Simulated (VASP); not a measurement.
# TiSi2 (Immm) in VASP: notebook

TiSi2 is run at these levels: PBE; tasks: single point.

Program: VASP 6.6.1. These are calculated values, not measurements. Logs are shortened: lines on timing, memory, paths and dates and some standing lists are left out, and cuts for length are marked.

## (1) The cell of the first run

It takes space group Immm (No. 71, orthorhombic). Conventional cell: a = 3.201 Å, b = 3.673 Å, c = 7.247 Å, α = 90.00°, β = 90.00°, γ = 90.00°. Within 3.2 Å of Ti (site symmetry mmm) lie 10 Si at 2.39 to 2.73 Å. Si (site symmetry mm2) has 5 Ti at 2.39 to 2.73 Å and 5 Si at 2.47 to 2.70 Å within 3.2 Å.

## (2) Single point, PBE

The input, INCAR:

```
SYSTEM = TiSi2
PREC     = Accurate       ! precision mode
ENCUT    = 520            ! plane-wave cutoff, eV
EDIFF    = 1E-7           ! SCF threshold, eV
ISMEAR   = 0              ! smearing method
SIGMA    = 0.15           ! smearing width, eV
LREAL    = .False.        ! projectors in reciprocal space
LASPH    = .True.         ! aspherical terms in the spheres
NELM     = 100            ! most SCF steps
ALGO     = Normal         ! electronic algorithm
ISIF     = 2              ! what is computed and relaxed
LWAVE    = .False.        ! write WAVECAR
LCHARG   = .False.        ! write CHGCAR
GGA      = PE             ! functional
NBANDS   = 17             ! bands
```

The input, KPOINTS:

```
regular mesh
0
Gamma
  24 24 24
  0 0 0
```

The input, POSCAR:

```
TiSi2
1.0
   -1.6004073790      1.8365562968      3.6235403101
    1.6004073790     -1.8365562968      3.6235403101
    1.6004073790      1.8365562968     -3.6235403101
Ti Si
1 2
Direct
    0.0000000000      0.0000000000      0.0000000000
    0.3296402049      0.3296402049      0.0000000000
    0.6703597951      0.6703597951      0.0000000000
```

Potentials or basis: VASP PAW PBE potentials, release 64 (Ti_sv, Si).

Run with:

```sh
$ cat potpaw_PBE.64/Ti_sv/POTCAR potpaw_PBE.64/Si/POTCAR > POTCAR
$ mpirun -np 1 vasp_std > vasp.out
```

OUTCAR:

```text
SYSTEM = TiSi2
   PREC = Accurate
   ENCUT = 520
   EDIFF = 1E-7
   ISMEAR = 0
   LREAL = .False.
   LASPH = .True.
   NELM = 100
   ISIF = 2
   GGA = PE

 ion  position               nearest neighbor table
   1  0.000  0.000  0.000-   2 2.39   3 2.39   3 2.73   2 2.73   3 2.73   3 2.73   3 2.73   2 2.73
                             2 2.73   2 2.73
   2  0.330  0.330  0.000-   1 2.39   3 2.47   3 2.70   3 2.70   3 2.70   3 2.70   1 2.73   1 2.73
                             1 2.73   1 2.73
   3  0.670  0.670  0.000-   1 2.39   2 2.47   2 2.70   2 2.70   2 2.70   2 2.70   1 2.73   1 2.73
                             1 2.73   1 2.73

  LATTYP: Found a body centered orthorhombic cell.
 ALAT       =     3.2008147580
 B/A-ratio  =     1.1475555042
 C/A-ratio  =     2.2641362178

  Lattice vectors:

 A1 = (  -1.6004073790,   1.8365562968,   3.6235403101)
 A2 = (   1.6004073790,  -1.8365562968,   3.6235403101)
 A3 = (   1.6004073790,   1.8365562968,  -3.6235403101)

Analysis of symmetry for initial positions (statically):
=====================================================================
 Subroutine PRICEL returns:
 Original cell was already a primitive cell.

 Routine SETGRP: Setting up the symmetry group for a
 body centered orthorhombic supercell.

 Subroutine GETGRP returns: Found  8 space group operations
 (whereof  8 operations were pure point group operations)
 out of a pool of  8 trial point group operations.

The static configuration has the point symmetry D_2h.

Analysis of symmetry for dynamics (positions and initial velocities):
=====================================================================
 Subroutine PRICEL returns:
 Original cell was already a primitive cell.

 Routine SETGRP: Setting up the symmetry group for a
 body centered orthorhombic supercell.

 Subroutine GETGRP returns: Found  8 space group operations
 (whereof  8 operations were pure point group operations)
 out of a pool of  8 trial point group operations.

The dynamic configuration has the point symmetry D_2h.

 Subroutine INISYM returns: Found  8 space group operations
 (whereof  8 operations are pure point group operations),
 and found     1 'primitive' translations

----------------------------------------------------------------------------------------

                                     Primitive cell

  volume of cell :      42.6018

  direct lattice vectors                    reciprocal lattice vectors
    -1.600407379  1.836556297  3.623540310     0.000000000  0.272248665  0.137986598
     1.600407379 -1.836556297  3.623540310     0.312420454  0.000000000  0.137986598
     1.600407379  1.836556297 -3.623540310     0.312420454  0.272248665  0.000000000

  length of vectors
     4.366266963  4.366266963  4.366266963     0.305220636  0.341536003  0.414398209

  position of ions in fractional coordinates (direct lattice)
     0.000000000  0.000000000  0.000000000
     0.329640205  0.329640205  0.000000000
     0.670359795  0.670359795  0.000000000

  ion indices of the primitive-cell ions
   primitive index   ion index
                 1           1
                 2           2
                 3           3

----------------------------------------------------------------------------------------

 KPOINTS: regular mesh

Automatic generation of k-mesh.
 Grid dimensions read from file:
 generate k-points for:   24   24   24

 Generating k-lattice:

  Cartesian coordinates                     Fractional coordinates (reciprocal lattice)
     0.000000000  0.011343694  0.005749442     0.041666667  0.000000000  0.000000000
     0.013017519  0.000000000  0.005749442     0.000000000  0.041666667  0.000000000
     0.013017519  0.011343694  0.000000000     0.000000000  0.000000000  0.041666667

  Length of vectors
     0.012717527  0.014230667  0.017266592

  Shift w.r.t. Gamma in fractional coordinates (k-lattice)
     0.000000000  0.000000000  0.000000000

 Subroutine IBZKPT returns following result:
 ===========================================

 Found   1963 irreducible k-points:

 Following reciprocal coordinates:
            Coordinates               Weight
  0.000000  0.000000  0.000000      1.000000
  0.041667  0.000000 -0.000000      4.000000
  0.083333 -0.000000  0.000000      4.000000
  0.125000  0.000000 -0.000000      4.000000
  0.166667 -0.000000  0.000000      4.000000
  0.208333  0.000000 -0.000000      4.000000
[... 16 lines left out ...]
  0.375000  0.041667  0.000000      8.000000
  0.416667  0.041667 -0.000000      8.000000
 [... further k-points ...]
   k-points           NKPTS =   1963   k-points in BZ     NKDIM =   1963   number of bands    NBANDS=     17
   number of dos      NEDOS =    301   number of ions     NIONS =      3
   total plane-waves  NPLWV =  32768
   dimension x,y,z NGX =    32 NGY =   32 NGZ =   32
   dimension x,y,z NGXF=    64 NGYF=   64 NGZF=   64
   ions per type =               1   2
   NGX,Y,Z   is equivalent  to a cutoff of  12.18, 12.18, 12.18 a.u.
   NGXF,Y,Z  is equivalent  to a cutoff of  24.37, 24.37, 24.37 a.u.
 SYSTEM =  TiSi2
   PREC   = accura    normal or accurate (medium, high low for compatibility)
   ISTART =      0    job   : 0-new  1-cont  2-samecut
   ICHARG =      2    charge: 1-file 2-atom 10-const
   ISPIN  =      1    spin polarized calculation?
   LNONCOLLINEAR =      F non collinear calculations
   LSORBIT =      F    spin-orbit coupling
   LASPH  =      T    aspherical Exc in radial PAW
   ENCUT  =  520.0 eV  38.22 Ry    6.18 a.u.   8.12  8.12  8.12*2*pi/ulx,y,z
   NELM   =    100;   NELMIN=  2; NELMDL= -5     # of ELM steps
   EDIFF  = 0.1E-06   stopping-criterion for ELM
   LREAL  =      F    real-space projection
   EDIFFG = 0.1E-05   stopping-criterion for IOM
   NSW    =      0    number of steps for IOM
   IBRION =     -1    ionic relax: 0-MD 1-quasi-New 2-CG
   NFREE  =      0    steps in history (QN), initial steepest desc. (CG)
   ISIF   =      2    stress and relaxation
   ISYM   =      2    0-nonsym 1-usesym 2-fastsym
   POTIM  = 0.5000    time-step for ionic-motion
   TEBEG  =    0.0;   TEEND  =   0.0 temperature during run
   PSTRESS=    0.0 pullay stress
   NELECT =      20.0000    total number of electrons
   NUPDOWN=      -1.0000    fix difference up-down
   EMIN   =  10.00;   EMAX   =-10.00  energy-range for DOS
   EFERMI =   0.00;   METHOD = LEGACY
   ISMEAR =     0;   SIGMA  =   0.15  broadening in eV -4-tet -1-fermi 0-gaus
   EFERMI_NEDOS =   21; number of points for ismear=-14 and -15
   IALGO  =     38    algorithm
   IMIX   =      4    mixing-type and parameters
     AMIX     =   0.40;   BMIX     =  1.00
     AMIX_MAG =   1.60;   BMIX_MAG =  1.00
  volume/ion in A,a.u.               =      14.20        95.83
  Fermi-wavevector in a.u.,A,eV,Ry     =   1.272357  2.404405 22.026356  1.618891
  Thomas-Fermi vector in A             =   2.405240
   LORBIT       =      0    0 simple, 1 ext, 2 COOP (PROOUT), +10 PAW based schemes
   GGA     = PE    functional components
   LHFCALC =     F    Hartree Fock is set to
   AEXX    =    0.0000 exact exchange contribution
   IVDW    =     0    specifies the selected vdW correction
   LEPSILON=     F    determine dielectric tensor
   LRPA    =     F    only Hartree local field effects (RPA)
 non-spin polarized calculation
 Gauss-broadening in eV      SIGMA  =   0.15
  energy-cutoff  :      520.00
  volume of cell :       42.60
 maximum number of plane-waves:      1163
   NGX = 17   NGY = 17   NGZ = 17

 number of electron      20.0000002 magnetization

 Free energy of the ion-electron system (eV)
  ---------------------------------------------------
  ext. energy  EPLUGINS =         0.00000000
  ---------------------------------------------------
  free energy    TOTEN  =       -19.02396151 eV

  energy without entropy =      -18.98607109  energy(sigma->0) =      -19.00501630

 E-fermi :   9.9010     XC(G=0): -11.6407

 val. band max:        9.9008979051   @ k =  -0.4167  -0.3333   0.0833
 cond. band min:       9.9010078560   @ k =  -0.0000   0.2500   0.0000
 fundamental gap:      0.0001099509
 Fermi energy:         9.9010023383

 k-point     1 :       0.0000    0.0000    0.0000
  band No.  band energies     occupation
      1     -46.2808      2.00000
      2     -22.6166      2.00000
      3     -22.6125      2.00000
      4     -22.4924      2.00000
      5      -2.4553      2.00000
      6       5.6950      2.00000
[... 9 lines left out ...]
     16      14.7326      0.00000
     17      14.9017      0.00000

 k-point     2 :       0.0417    0.0000   -0.0000
  band No.  band energies     occupation
      1     -46.2807      2.00000
      2     -22.6167      2.00000
      3     -22.6134      2.00000
      4     -22.4923      2.00000
      5      -2.4312      2.00000
      6       5.6683      2.00000
[... 9 lines left out ...]
     16      14.7707      0.00000
     17      14.9664      0.00000

 k-point     3 :       0.0833   -0.0000    0.0000
  band No.  band energies     occupation
      1     -46.2806      2.00000
      2     -22.6173      2.00000
      3     -22.6156      2.00000
      4     -22.4922      2.00000
      5      -2.3590      2.00000
      6       5.5663      2.00000
[... 9 lines left out ...]
     16      14.8889      0.00000
     17      15.1449      0.00000

 k-point     4 :       0.1250    0.0000   -0.0000
  band No.  band energies     occupation
      1     -46.2803      2.00000
      2     -22.6202      2.00000
      3     -22.6172      2.00000
      4     -22.4920      2.00000
      5      -2.2394      2.00000
      6       5.3282      2.00000
[... 9 lines left out ...]
     16      15.0717      0.00000
     17      15.7250      0.00000

 k-point     5 :       0.1667   -0.0000    0.0000
  band No.  band energies     occupation
      1     -46.2800      2.00000
      2     -22.6254      2.00000
      3     -22.6179      2.00000
      4     -22.4917      2.00000
      5      -2.0735      2.00000
      6       4.9323      2.00000
[... 9 lines left out ...]
     16      15.2890      0.00000
     17      15.8786      0.00000

 k-point     6 :       0.2083    0.0000   -0.0000
  band No.  band energies     occupation
      1     -46.2797      2.00000
      2     -22.6314      2.00000
      3     -22.6187      2.00000
      4     -22.4914      2.00000
      5      -1.8627      2.00000
      6       4.4435      2.00000
[... 9 lines left out ...]
     16      15.5166      0.00000
     17      16.1122      0.00000
[... 281 lines left out ...]
 k-point    21 :       0.2917    0.0417   -0.0000
  band No.  band energies     occupation
      1     -46.2787      2.00000
      2     -22.6444      2.00000
      3     -22.6206      2.00000
      4     -22.4935      2.00000
      5      -1.2226      2.00000
      6       3.2649      2.00000
[... 9 lines left out ...]
     16      15.7669      0.00000
     17      16.5835      0.00000

 k-point    22 :       0.3333    0.0417   -0.0000
  band No.  band energies     occupation
      1     -46.2783      2.00000
      2     -22.6504      2.00000
      3     -22.6213      2.00000
      4     -22.4932      2.00000
      5      -0.8858      2.00000
      6       2.7438      2.00000
[... 9 lines left out ...]
     16      15.7979      0.00000
     17      16.7066      0.00000

 k-point    23 :       0.3750    0.0417    0.0000
  band No.  band energies     occupation
      1     -46.2780      2.00000
      2     -22.6555      2.00000
      3     -22.6218      2.00000
      4     -22.4929      2.00000
      5      -0.5190      2.00000
      6       2.2319      2.00000
[... 9 lines left out ...]
     16      16.0220      0.00000
     17      16.7500      0.00000

 k-point    24 :       0.4167    0.0417   -0.0000
  band No.  band energies     occupation
      1     -46.2778      2.00000
      2     -22.6594      2.00000
      3     -22.6222      2.00000
      4     -22.4927      2.00000
      5      -0.1340      2.00000
      6       1.7443      2.00000
[... 9 lines left out ...]
     16      16.2852      0.00000
     17      16.7482      0.00000

 [... further k-points ...]

------------------------ aborting loop because EDIFF is reached ----------------------------------------

  FORCE on cell =-STRESS in cart. coord.  units (eV):
  Direction    XX          YY          ZZ          XY          YZ          ZX
  --------------------------------------------------------------------------------------
  -------------------------------------------------------------------------------------
  Total        1.2781516     -2.6494361      7.8386425      0.0000000      0.0000000      0.0000000
  in kB       48.0689985    -99.6405588    294.7973390      0.0000000      0.0000000      0.0000000
  external PRESSURE =      81.0752596 kB  Pullay stress =       0.0000000 kB

 VOLUME and BASIS-vectors are now :
 -----------------------------------------------------------------------------
  energy-cutoff  :      520.00
  volume of cell :       42.60
      direct lattice vectors                 reciprocal lattice vectors
    -1.600407379  1.836556297  3.623540310     0.000000000  0.272248665  0.137986598
     1.600407379 -1.836556297  3.623540310     0.312420454  0.000000000  0.137986598
     1.600407379  1.836556297 -3.623540310     0.312420454  0.272248665  0.000000000

 POSITION                                       TOTAL-FORCE (eV/Angst)
 -----------------------------------------------------------------------------------
      0.00000      0.00000      0.00000         0.000000     -0.000000     -0.000000
      0.00000      0.00000      2.38893        -0.000000      0.000000      1.486134
      0.00000      0.00000      4.85815         0.000000     -0.000000     -1.486134
 -----------------------------------------------------------------------------------
    total drift:                               -0.000000     -0.000000     -0.000000

  FREE ENERGIE OF THE ION-ELECTRON SYSTEM (eV)
  ---------------------------------------------------
  free  energy   TOTEN  =       -19.0239615113 eV

  energy  without entropy=      -18.9860710928  energy(sigma->0) =      -19.00501630
```

It took 11 min on 1 thread of Intel Xeon Platinum 8488C (Sapphire Rapids), shared host; peak memory 1.3 GiB.

Results:

```
Free energy            : -19.0240 eV
Pressure               : 8.1 GPa
Largest force          : 1.486 eV/Å
Band gap on the k mesh : zero (band 10 reaches 10.94 eV, above the bottom of band 11 at 9.35 eV)
```

Forces on the atoms (eV/Å):
```
Ti   0.000  0.000  0.000
Si   0.000  0.000  1.486
Si   0.000  0.000 -1.486
```

Caveat: forces of over 1 eV/Å act on the atoms, so gaps and moduli don't describe the material at rest.

[end of part 1 of 2]
